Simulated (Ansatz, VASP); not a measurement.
Hf4F3 in VASP and in Ansatz

```
Hf F
1.0
     3.18040    0.00000    0.00000
    -1.59020    2.75431    0.00000
     0.00000    0.00000   14.09445
Hf F
4 3
Cartesian
  1.5902 0.9181 12.2781
  0.0000 1.8362 1.8163
  1.5902 0.9181 4.2047
  0.0000 1.8362 9.8898
  0.0000 0.0000 0.0000
  0.0000 1.8362 5.5995
  1.5902 0.9181 8.4950
```

Alike in both runs: functional PBE; k mesh 12 × 12 × 4; occupations gaussian, width 0.1 eV; no spin polarisation.

Ansatz relaxed the structure, and its values are those at the end. VASP's run is a single point on that final structure, the one shown.

|  | VASP | Ansatz |
| --- | --- | --- |
| version | VASP 6.6.1 | Ansatz 0.2.0 |
| potentials or method | VASP PAW PBE potentials, release 64 (Hf_pv, F), cutoff 520 eV | scalar-relativistic, plane waves, PAW |
| valence electrons in the cell | 61 | 125 |

Ansatz gave:

| Property | Result |
| --- | --- |
| gap on the k mesh at the Fermi level (eV) | none |
| pressure (GPa) | 0.0 |
| rms of the force components (eV/Å) | 0.001 |

Task: What did VASP give for the same quantities?

Result: gap on the k mesh at the Fermi level (eV): none; pressure (GPa): -1.1; rms of the force components (eV/Å): 0.045.

A gap of «none» marks a metal or a gap that the smearing closes. VASP's potentials hold 61 valence electrons a cell and Ansatz's 125, so a difference there can come from the potentials and not from the codes.

Spin-orbit coupling is off throughout.
